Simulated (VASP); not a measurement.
Set up this calculation in VASP 6.6.1, as the native input.

| Item | Value |
| --- | --- |
| Task | single point |
| Functional | PBE |
| Potentials or basis | VASP PAW PBE potentials, release 64 (Ag, Cl) |
| Cutoff | 520 eV |
| k mesh | 8 × 8 × 8 |
| Occupations | gaussian, width 0.05 eV |
| Spin | no spin polarisation |
| Dipole correction | no |
| Further INCAR settings | ALGO = Normal; EDIFF = 1e-06; NBANDS = 16 |

The structure of AgCl lies in POSCAR:

```
AgCl
1.0
    0.0000000000      2.7731500000      2.7731500000
    2.7731500000      0.0000000000      2.7731500000
    2.7731500000      2.7731500000      0.0000000000
Ag Cl
1 1
Direct
    0.4977462452      0.4977462452      0.5022537548
    0.0000000000      0.0000000000      0.0000000000
```

This cell differs from its parent crystal: all Ag atoms moved +0.013 Å, as atom 1 towards its neighbour atom 2 (Cl) at 2.773 Å.

The input as run:

INCAR

```
  PREC = Accurate
  ENCUT = 520
  EDIFF = 1E-6
  ISMEAR = 0
  SIGMA = 0.05
  LREAL = F
  LASPH = T
  NELM = 100
  ALGO = Normal
  ISIF = 2
  LWAVE = F
  LCHARG = F
  GGA = PE
  NBANDS = 16
```

KPOINTS

```
Automatic mesh
0
Gamma
  8 8 8
```

Potentials or basis: VASP PAW PBE potentials, release 64 (Ag, Cl).

Command:

```sh
$ cat potpaw_PBE.64/Ag/POTCAR potpaw_PBE.64/Cl/POTCAR > POTCAR
$ mpirun -np 1 vasp_std > vasp.out
```

Results of the run:

The pressure is 1.5 GPa. The largest force is 0.014 eV/Å and the band gap on the k mesh is 0.91 eV, indirect (least direct gap 3.18 eV).

Caveat: the cell differs from its parent crystal (all Ag atoms moved +0.013 Å, as atom 1 towards its neighbour atom 2 (Cl) at 2.773 Å).

Wall time 23 s on 1 thread of AMD EPYC 7R13 Processor (Zen 3) (shared host), peak memory 0.16 GiB.
